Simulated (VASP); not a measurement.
# Be2Si (Fm-3m) in VASP: density of states with revPBE

Aim: the density of states of Be2Si with revPBE.

All numbers are computed with VASP 6.6.1; they aren't measurements. Logs are shortened: lines on timing, memory, paths and dates and some standing lists are left out, and cuts for length are marked.

## (1) The cell of the first run

Symmetry: Fm-3m, No. 225, cubic system. The conventional cell has a = 5.280 Å, b = 5.280 Å, c = 5.280 Å, α = 90.00°, β = 90.00°, γ = 90.00°. Si (site symmetry m-3m) has 8 Be at 2.29 Å within 3.0 Å. Be (site symmetry -43m) has 4 Si at 2.29 Å and 6 Be at 2.64 Å within 3.0 Å.

## (2) Density of states, revPBE

Contents of POSCAR:

```
Be2Si
1.0
    0.0000000000      2.6400000000      2.6400000000
    2.6400000000      0.0000000000      2.6400000000
    2.6400000000      2.6400000000      0.0000000000
Si Be
1 2
Direct
    0.0000000000      0.0000000000      0.0000000000
    0.2500000000      0.2500000000      0.2500000000
    0.7500000000      0.7500000000      0.7500000000
```

Contents of INCAR.step1:

```
PREC = Accurate ; ENCUT = 520
EDIFF = 1E-6 ; ISMEAR = -1
SIGMA = 0.05 ; LREAL = F
LASPH = T ; NELM = 80
ALGO = Normal ; ISIF = 2
LWAVE = F ; LCHARG = T
GGA = RE ; NBANDS = 11
```

Contents of KPOINTS.step1:

```
regular mesh
0
Gamma
  5 5 5
```

Contents of INCAR.step2:

```
PREC = Accurate ; ENCUT = 520
EDIFF = 1E-6 ; ISMEAR = -5
SIGMA = 0.05 ; LREAL = F
LASPH = T ; NELM = 80
ALGO = Normal ; ISIF = 2
LWAVE = F ; LCHARG = F
GGA = RE ; LORBIT = 10
NEDOS = 1001 ; ICHARG = 11
```

Contents of KPOINTS.step2:

```
regular mesh
0
Gamma
  8 8 8
```

Potentials or basis: VASP PAW PBE potentials, release 64 (Si, Be).

Started as:

```
$ cat potpaw_PBE.64/Si/POTCAR potpaw_PBE.64/Be/POTCAR > POTCAR
$ cp INCAR.step1 INCAR
$ cp KPOINTS.step1 KPOINTS
$ mpirun -np 1 vasp_std > vasp.out
$ cp INCAR.step2 INCAR
$ cp KPOINTS.step2 KPOINTS
$ mpirun -np 1 vasp_std > vasp.out
```

OUTCAR:

```text
PREC = Accurate
   ENCUT = 520
   EDIFF = 1E-6
   ISMEAR = -5
   LREAL = F
   LASPH = T
   NELM = 80
   ISIF = 2
   GGA = RE
   LORBIT = 10
   ICHARG = 11

 ion  position               nearest neighbor table
   1  0.000  0.000  0.000-   3 2.29   3 2.29   3 2.29   2 2.29   2 2.29   2 2.29   3 2.29   2 2.29

   2  0.250  0.250  0.250-   1 2.29   1 2.29   1 2.29   1 2.29
   3  0.750  0.750  0.750-   1 2.29   1 2.29   1 2.29   1 2.29

  LATTYP: Found a face centered cubic cell.
 ALAT       =     5.2800000000

  Lattice vectors:

 A1 = (   0.0000000000,   2.6400000000,   2.6400000000)
 A2 = (   2.6400000000,   0.0000000000,   2.6400000000)
 A3 = (   2.6400000000,   2.6400000000,   0.0000000000)

Analysis of symmetry for initial positions (statically):
=====================================================================
 Subroutine PRICEL returns:
 Original cell was already a primitive cell.

 Routine SETGRP: Setting up the symmetry group for a
 face centered cubic supercell.

 Subroutine GETGRP returns: Found 48 space group operations
 (whereof 48 operations were pure point group operations)
 out of a pool of 48 trial point group operations.

The static configuration has the point symmetry O_h .

Analysis of symmetry for dynamics (positions and initial velocities):
=====================================================================
 Subroutine PRICEL returns:
 Original cell was already a primitive cell.

 Routine SETGRP: Setting up the symmetry group for a
 face centered cubic supercell.

 Subroutine GETGRP returns: Found 48 space group operations
 (whereof 48 operations were pure point group operations)
 out of a pool of 48 trial point group operations.

The dynamic configuration has the point symmetry O_h .

 Subroutine INISYM returns: Found 48 space group operations
 (whereof 48 operations are pure point group operations),
 and found     1 'primitive' translations

----------------------------------------------------------------------------------------

                                     Primitive cell

  volume of cell :      36.7995

  direct lattice vectors                    reciprocal lattice vectors
     0.000000000  2.640000000  2.640000000    -0.189393939  0.189393939  0.189393939
     2.640000000  0.000000000  2.640000000     0.189393939 -0.189393939  0.189393939
     2.640000000  2.640000000  0.000000000     0.189393939  0.189393939 -0.189393939

  length of vectors
     3.733523805  3.733523805  3.733523805     0.328039926  0.328039926  0.328039926

  position of ions in fractional coordinates (direct lattice)
     0.000000000  0.000000000  0.000000000
     0.250000000  0.250000000  0.250000000
     0.750000000  0.750000000  0.750000000

  ion indices of the primitive-cell ions
   primitive index   ion index
                 1           1
                 2           2
                 3           3

----------------------------------------------------------------------------------------

 KPOINTS: regular mesh

Automatic generation of k-mesh.
 Grid dimensions read from file:
 generate k-points for:    8    8    8

 Generating k-lattice:

  Cartesian coordinates                     Fractional coordinates (reciprocal lattice)
    -0.023674242  0.023674242  0.023674242     0.125000000  0.000000000  0.000000000
     0.023674242 -0.023674242  0.023674242     0.000000000  0.125000000  0.000000000
     0.023674242  0.023674242 -0.023674242     0.000000000  0.000000000  0.125000000

  Length of vectors
     0.041004991  0.041004991  0.041004991

  Shift w.r.t. Gamma in fractional coordinates (k-lattice)
     0.000000000  0.000000000  0.000000000

 TETIRR: Found     76 inequivalent tetrahedra from     3072

 Subroutine IBZKPT returns following result:
 ===========================================

 Found     29 irreducible k-points:

 Following reciprocal coordinates:
            Coordinates               Weight
  0.000000  0.000000  0.000000      1.000000
  0.125000  0.000000  0.000000      8.000000
  0.250000  0.000000  0.000000      8.000000
  0.375000  0.000000  0.000000      8.000000
  0.500000  0.000000  0.000000      4.000000
  0.125000  0.125000  0.000000      6.000000
[... 16 lines left out ...]
  0.500000  0.250000  0.125000     48.000000
 -0.375000  0.250000  0.125000     24.000000
 [... further k-points ...]
   k-points           NKPTS =     29   k-points in BZ     NKDIM =     29   number of bands    NBANDS=      8
   number of dos      NEDOS =   1001   number of ions     NIONS =      3
   total plane-waves  NPLWV =  21952
   dimension x,y,z NGX =    28 NGY =   28 NGZ =   28
   dimension x,y,z NGXF=    56 NGYF=   56 NGZF=   56
   ions per type =               1   2
   NGX,Y,Z   is equivalent  to a cutoff of  12.47, 12.47, 12.47 a.u.
   NGXF,Y,Z  is equivalent  to a cutoff of  24.94, 24.94, 24.94 a.u.
 SYSTEM =  unknown system
   PREC   = accura    normal or accurate (medium, high low for compatibility)
   ISTART =      0    job   : 0-new  1-cont  2-samecut
   ICHARG =     11    charge: 1-file 2-atom 10-const
   ISPIN  =      1    spin polarized calculation?
   LNONCOLLINEAR =      F non collinear calculations
   LSORBIT =      F    spin-orbit coupling
   LASPH  =      T    aspherical Exc in radial PAW
   ENCUT  =  520.0 eV  38.22 Ry    6.18 a.u.   6.94  6.94  6.94*2*pi/ulx,y,z
   NELM   =     80;   NELMIN=  2; NELMDL=  0     # of ELM steps
   EDIFF  = 0.1E-05   stopping-criterion for ELM
   LREAL  =      F    real-space projection
   EDIFFG = 0.1E-04   stopping-criterion for IOM
   NSW    =      0    number of steps for IOM
   IBRION =     -1    ionic relax: 0-MD 1-quasi-New 2-CG
   NFREE  =      0    steps in history (QN), initial steepest desc. (CG)
   ISIF   =      2    stress and relaxation
   ISYM   =      2    0-nonsym 1-usesym 2-fastsym
   POTIM  = 0.5000    time-step for ionic-motion
   TEBEG  =    0.0;   TEEND  =   0.0 temperature during run
   PSTRESS=    0.0 pullay stress
   NELECT =       8.0000    total number of electrons
   NUPDOWN=      -1.0000    fix difference up-down
   EMIN   =  10.00;   EMAX   =-10.00  energy-range for DOS
   EFERMI =   0.00;   METHOD = LEGACY
   ISMEAR =    -5;   SIGMA  =   0.05  broadening in eV -4-tet -1-fermi 0-gaus
   EFERMI_NEDOS =   21; number of points for ismear=-14 and -15
   IALGO  =     38    algorithm
   IMIX   =      4    mixing-type and parameters
     AMIX     =   0.40;   BMIX     =  1.00
     AMIX_MAG =   1.60;   BMIX_MAG =  1.00
  volume/ion in A,a.u.               =      12.27        82.78
  Fermi-wavevector in a.u.,A,eV,Ry     =   0.984368  1.860186 13.183783  0.968981
  Thomas-Fermi vector in A             =   2.115596
   LORBIT       =     10    0 simple, 1 ext, 2 COOP (PROOUT), +10 PAW based schemes
   GGA     = RE    functional components
   LHFCALC =     F    Hartree Fock is set to
   AEXX    =    0.0000 exact exchange contribution
   IVDW    =     0    specifies the selected vdW correction
   LEPSILON=     F    determine dielectric tensor
   LRPA    =     F    only Hartree local field effects (RPA)
 non-spin polarized calculation
 Fermi weights with tetrahedron method with Bloechl corrections
  energy-cutoff  :      520.00
  volume of cell :       36.80
 maximum number of plane-waves:      1002

 number of electron       8.0000000 magnetization

 Free energy of the ion-electron system (eV)
  ---------------------------------------------------
  ext. energy  EPLUGINS =         0.00000000
  ---------------------------------------------------
  free energy    TOTEN  =       -11.62003378 eV

  energy without entropy =      -11.62003378  energy(sigma->0) =      -11.62003378

 E-fermi :   6.7051     XC(G=0):  -9.9418

 val. band max:        7.1749831005   @ k =   0.0000   0.0000   0.0000
 cond. band min:       6.5956528467   @ k =   0.3750   0.3750   0.0000
 fundamental gap:     -0.5793302537
 Fermi energy:         6.7051423199

 k-point     1 :       0.0000    0.0000    0.0000
  band No.  band energies     occupation
      1      -5.3012      2.00000
      2       7.1750      1.81402
      3       7.1750      0.98742
      4       7.1750      0.19745
      5       7.5743      0.00000
      6       7.5743      0.00000
      7       7.5743      0.00000
      8      12.9228      0.00000

 k-point     2 :       0.1250    0.0000    0.0000
  band No.  band energies     occupation
      1      -5.0977      2.00000
      2       5.0145      2.00946
      3       6.4426      1.95492
      4       6.4426      1.94996
      5       8.3649      0.00000
      6       8.3649      0.00000
      7       8.8451      0.00000
      8      12.9979      0.00000

 k-point     3 :       0.2500    0.0000    0.0000
  band No.  band energies     occupation
      1      -4.4991      2.00000
      2       2.5879      2.00000
      3       5.8254      2.00000
      4       5.8254      2.02633
      5       8.6534      0.00000
      6       8.6534      0.00000
      7       9.2588      0.00000
      8      13.0307      0.00000
[... 210 lines left out ...]
 k-point    23 :       0.5000    0.2500    0.1250
  band No.  band energies     occupation
      1      -3.0796      2.00000
      2       0.9427      2.00000
      3       2.9131      2.00000
      4       4.1797      2.00000
      5       8.5116      0.00000
      6       9.4745      0.00000
      7      11.2304      0.00000
      8      12.1602      0.00000

 k-point    24 :      -0.3750    0.2500    0.1250
  band No.  band energies     occupation
      1      -2.4092      2.00000
      2      -0.0888      2.00000
      3       2.9585      2.00000
      4       3.7535      2.00000
      5       8.8071      0.00000
      6       9.0108      0.00000
      7      12.1004      0.00000
      8      13.5388      0.00000

 [... further k-points ...]
[... 5 lines left out ...]
  --------------------------------------------------------------------------------------
  -------------------------------------------------------------------------------------
  Total        0.4344852      0.4344852      0.4344852     -0.0000000      0.0000000     -0.0000000
  in kB       18.9166304     18.9166304     18.9166304     -0.0000000      0.0000000     -0.0000000
  external PRESSURE =      18.9166304 kB  Pullay stress =       0.0000000 kB

 VOLUME and BASIS-vectors are now :
 -----------------------------------------------------------------------------
  energy-cutoff  :      520.00
  volume of cell :       36.80
      direct lattice vectors                 reciprocal lattice vectors
     0.000000000  2.640000000  2.640000000    -0.189393939  0.189393939  0.189393939
     2.640000000  0.000000000  2.640000000     0.189393939 -0.189393939  0.189393939
     2.640000000  2.640000000  0.000000000     0.189393939  0.189393939 -0.189393939

 POSITION                                       TOTAL-FORCE (eV/Angst)
 -----------------------------------------------------------------------------------
      0.00000      0.00000      0.00000         0.000000      0.000000      0.000000
      1.32000      1.32000      1.32000        -0.000000     -0.000000     -0.000000
      3.96000      3.96000      3.96000         0.000000      0.000000     -0.000000
 -----------------------------------------------------------------------------------
    total drift:                               -0.000000     -0.000000     -0.000000

  FREE ENERGIE OF THE ION-ELECTRON SYSTEM (eV)
  ---------------------------------------------------
  free  energy   TOTEN  =       -11.6200337799 eV

  energy  without entropy=      -11.6200337799  energy(sigma->0) =      -11.62003378

 total charge

# of ion       s       p       d       tot
------------------------------------------
    1        0.729   1.070   0.000   1.799
    2        0.374   0.614   0.000   0.988
    3        0.374   0.614   0.000   0.988
--------------------------------------------------
tot          1.477   2.297   0.000   3.774
```

Wall time 20 s (1 thread of Intel Xeon 6975P-C, shared host); peak memory 0.14 GiB.

Results:

| Property | Result |
| --- | --- |
| Valence electrons inside the program's atomic spheres | Si 1.80; Be 0.99 |

Levels at points of the mesh, in eV from the Fermi level:
```csv
k point,band 2,band 3,band 4,band 5,band 6,band 7
"(0.00, 0.00, 0.00)",0.47,0.47,0.47,0.87,0.87,0.87
"(0.50, 0.00, 0.00)",-7.31,-1.30,-1.30,1.31,1.31,2.59
"(0.50, 0.50, 0.00)",-6.41,-3.83,-3.83,-0.19,0.42,7.83
```

Caveat: the k points lie up to 0.41 Å⁻¹ apart; the PAW data sets were made with another functional, which shifts forces and pressure a little; tetrahedron occupations give inexact forces and stress in metals.
